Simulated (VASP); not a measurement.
Wanted: the native input for a VASP 6.6.1 run.

```yaml
Task: single point
Functional: PBE
Potentials_or_basis: VASP PAW PBE potentials, release 64 (V_sv, Bi_d, O)
Cutoff: 520 eV
k_mesh: 6 × 6 × 6
Occupations: fermi-dirac, width 0.02 eV
Spin: no spin polarisation
Dipole_correction: no
Further_INCAR_settings: ALGO = Normal; EDIFF = 1e-07; NBANDS = 64
```

The structure of VBiO4 lies in POSCAR:

```
VBiO4
1.0
   -3.6992818807      3.6992818807      3.2362958396
    3.6992818807     -3.6992818807      3.2362958396
    3.6992818807      3.6992818807     -3.2362958396
V Bi O
2 2 8
Direct
    0.2500000000      0.7500000000      0.5000000000
    0.5000000000      0.5000000000      0.0000000000
    0.0000000000      0.0000000000      0.0000000000
    0.7500000000      0.2500000000      0.5000000000
    0.6691052397      0.4887480728      0.8196428331
    0.5994624065      0.9191052397      0.6803571669
    0.0808947603      0.4005375935      0.3196428331
    0.2387480728      0.9191052397      0.3196428331
    0.5112519272      0.3308947603      0.1803571669
    0.6691052397      0.8494624065      0.1803571669
    0.1505375935      0.3308947603      0.8196428331
    0.0808947603      0.7612519272      0.6803571669
```

The input as run:

INCAR

```
  ALGO = Normal
  EDIFF = 1E-7
  ENCUT = 520
  GGA = PE
  ISIF = 2
  ISMEAR = -1
  LASPH = True
  LCHARG = False
  LREAL = False
  LWAVE = False
  NBANDS = 64
  NELM = 80
  PREC = Accurate
  SIGMA = 0.02
```

KPOINTS

```
k-points
0
Gamma
  6 6 6
```

Potentials or basis: VASP PAW PBE potentials, release 64 (V_sv, Bi_d, O).

Run with:

```bash
$ cat potpaw_PBE.64/V_sv/POTCAR potpaw_PBE.64/Bi_d/POTCAR potpaw_PBE.64/O/POTCAR > POTCAR
$ mpirun -np 1 vasp_std > vasp.out
```

It gave:

The pressure is 0.5 GPa and the largest force is 0.140 eV/Å. The band gap on the k mesh is 2.69 eV.

Caveat: spin-orbit coupling is left out, which moves the levels of the heavy elements.

Run time: 7.5 min on 1 thread of Intel(R) Xeon(R) Platinum 8488C (Sapphire Rapids) (shared host), peak memory 0.48 GiB.
